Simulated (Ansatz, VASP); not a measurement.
Si in VASP and in Ansatz

File INCAR:

```
PREC = Accurate
ENCUT = 520
EDIFF = 1E-6
ISMEAR = 0
SIGMA = 0.1
LREAL = False
LASPH = True
NELM = 80
ALGO = Normal
ISIF = 2
LWAVE = False
LCHARG = False
GGA = PE
NBANDS = 11
```

File KPOINTS:

```
Automatic mesh
0
Gamma
  9 9 4
```

POSCAR

```
Si
1.0
    2.6655775094      0.0000000000      0.0000000000
   -1.3327887547      2.3084578389      0.0000000000
    0.0000000000      0.0000000000      4.5062692700
Si
2
Direct
    0.3333333300      0.6666666700      0.2500000000
    0.6666666700      0.3333333300      0.7500000000
```

Input for Ansatz:

```yaml
crystal:
  lattice:
    - [2.6655775094, 0.0, 0.0]
    - [-1.3327887547, 2.3084578389, 0.0]
    - [0.0, 0.0, 4.50626927]
  atoms:
    - { symbol: Si, position: [0.33333333, 0.66666667, 0.25] }
    - { symbol: Si, position: [0.66666667, 0.33333333, 0.75] }
basis:
  ecutwfc: 420
kpoints:
  mp_grid: { grid: [9, 9, 4] }
hamiltonian:
  xc: pbe
scf:
  occupations: { method: gaussian, width: 0.1 }
output:
  forces: true
  stress: true
  eigenvalues: true
```

Alike in both runs: task single point; functional PBE; k mesh 9 × 9 × 4; occupations gaussian, width 0.1 eV; no spin polarisation.

|  | VASP | Ansatz |
| --- | --- | --- |
| version | VASP 6.6.1 | Ansatz 0.2.0 |
| potentials or method | VASP PAW PBE potentials, release 64 (Si), cutoff 520 eV | scalar-relativistic, plane waves, PAW |
| valence electrons in the cell | 8 | 8 |

|  | VASP | Ansatz | Ansatz less VASP |
| --- | --- | --- | --- |
| gap on the k mesh at the Fermi level (eV) | none | none | - |
| pressure (GPa) | 3.1 | 3.1 | +0.04 |
| traceless stress, the component that is largest in VASP (GPa) | -5.55 | -5.56 | -0.010 |

A gap of «none» marks a metal or a gap that the smearing closes. With one functional, cell and mesh, what is left measures potentials, basis and numerics.
